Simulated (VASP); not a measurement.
Here is a VASP 6.6.1 calculation.

Contents of POSCAR:

```
BeAu3
1.0
    3.9574871103      0.0000000000      0.0000000000
    0.0000000000      3.9574871103      0.0000000000
    0.0000000000      0.0000000000      3.9574871103
Be Au
1 3
Direct
    0.0000000000      0.0000000000      0.0000000000
    0.0000000000      0.5000000000      0.5000000000
    0.5000000000      0.0000000000      0.5000000000
    0.5000000000      0.5000000000      0.0000000000
```

INCAR.step1

```
ALGO     = Normal         # electronic algorithm
EDIFF    = 1E-4           # SCF threshold, eV
ENCUT    = 520            # plane-wave cutoff, eV
GGA      = PE             # functional
ISMEAR   = 0              # smearing method
LASPH    = T              # aspherical terms in the spheres
LCHARG   = F              # write CHGCAR
LREAL    = F              # projectors in reciprocal space
LWAVE    = T              # write WAVECAR
NBANDS   = 26             # bands
NELM     = 100            # most SCF steps
PREC     = Accurate       # precision mode
SIGMA    = 0.15           # smearing width, eV
```

The input INCAR.step2:

```
ALGO     = Normal         # electronic algorithm
EDIFF    = 1E-6           # SCF threshold, eV
ENCUT    = 520            # plane-wave cutoff, eV
ISIF     = 2              # what is computed and relaxed
ISMEAR   = 0              # smearing method
ISTART   = 1            
LASPH    = T              # aspherical terms in the spheres
LCHARG   = F              # write CHGCAR
LMIXTAU  = T            
LREAL    = F              # projectors in reciprocal space
LWAVE    = F              # write WAVECAR
METAGGA  = R2SCAN         # meta-GGA
NBANDS   = 26             # bands
NELM     = 100            # most SCF steps
PREC     = Accurate       # precision mode
SIGMA    = 0.15           # smearing width, eV
```

Contents of KPOINTS:

```
k-points
0
Gamma
  6 6 6
```

Potentials or basis: VASP PAW PBE potentials, release 64 (Be, Au).

The run is started by

```console
$ cat potpaw_PBE.64/Be/POTCAR potpaw_PBE.64/Au/POTCAR > POTCAR
$ cp INCAR.step1 INCAR
$ mpirun -np 1 vasp_std > vasp.out
$ cp INCAR.step2 INCAR
$ mpirun -np 1 vasp_std > vasp.out
```

(1) What does it give for the pressure?

Results:

(1) 1.9 GPa.

Caveat: the PAW data sets were made with another functional, which shifts forces and pressure a little.
